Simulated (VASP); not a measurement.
**CuAu: single point with PBE**

Crystal: CuAu.

```
CELL_PARAMETERS angstrom
2.73000 0.00000 0.00000
0.00000 2.73000 0.00000
0.00000 0.00000 3.57825
ATOMIC_POSITIONS crystal
Cu 0.50000 0.50000 0.50000
Au 0.00000 0.00000 0.00000
```

This cell differs from its parent crystal: strain -0.025 along x and y, -0.025 along z.

| Quantity | Value |
| --- | --- |
| Program | VASP 6.6.1 |
| Task | single point |
| Functional | PBE |
| Potentials or basis | VASP PAW PBE potentials, release 64 (Cu, Au) |
| Cutoff | 520 eV |
| k mesh | 18 × 18 × 14 |
| Occupations | gaussian, width 0.15 eV |
| Spin | no spin polarisation |

| Property | Result |
| --- | --- |
| Pressure | 22.9 GPa |
| Band gap on the k mesh | zero (band 11 reaches 15.83 eV, above the bottom of band 12 at 7.93 eV) |

Stress tensor (GPa, compression positive):
```
23.50  0.00  0.00
 0.00 23.50  0.00
 0.00  0.00 21.83
```

Levels at points of the mesh, in eV from the Fermi level:
| k point | band 8 | band 9 | band 10 | band 11 | band 12 | band 13 | band 14 | band 15 |
| --- | --- | --- | --- | --- | --- | --- | --- | --- |
| (0.00, 0.00, 0.00) | -2.38 | -1.85 | -1.59 | -1.59 | 1.95 | 8.83 | 10.33 | 10.33 |
| (0.50, 0.00, 0.00) | -3.38 | -2.71 | -2.48 | -0.98 | -0.02 | 9.73 | 9.95 | 12.11 |
| (0.50, 0.50, 0.00) | -1.66 | -1.48 | -1.48 | 0.40 | 0.40 | 5.73 | 7.56 | 10.28 |
| (0.00, 0.00, 0.50) | -2.93 | -2.67 | -2.63 | -2.63 | -2.22 | 14.65 | 15.20 | 15.20 |
| (0.50, 0.00, 0.50) | -1.92 | -1.75 | -1.67 | -1.45 | -1.44 | 3.08 | 4.90 | 16.01 |
| (0.50, 0.50, 0.50) | -2.43 | -1.82 | -1.66 | 5.68 | 5.71 | 5.71 | 6.92 | 7.13 |

Run time: 75 s on 1 thread of Intel(R) Xeon(R) 6975P-C (Granite Rapids), with other jobs on the host, peak memory 0.32 GiB.

Caveat: the cell differs from its parent crystal (strain -0.025 along x and y, -0.025 along z); spin-orbit coupling is left out, which moves the levels of the heavy elements.
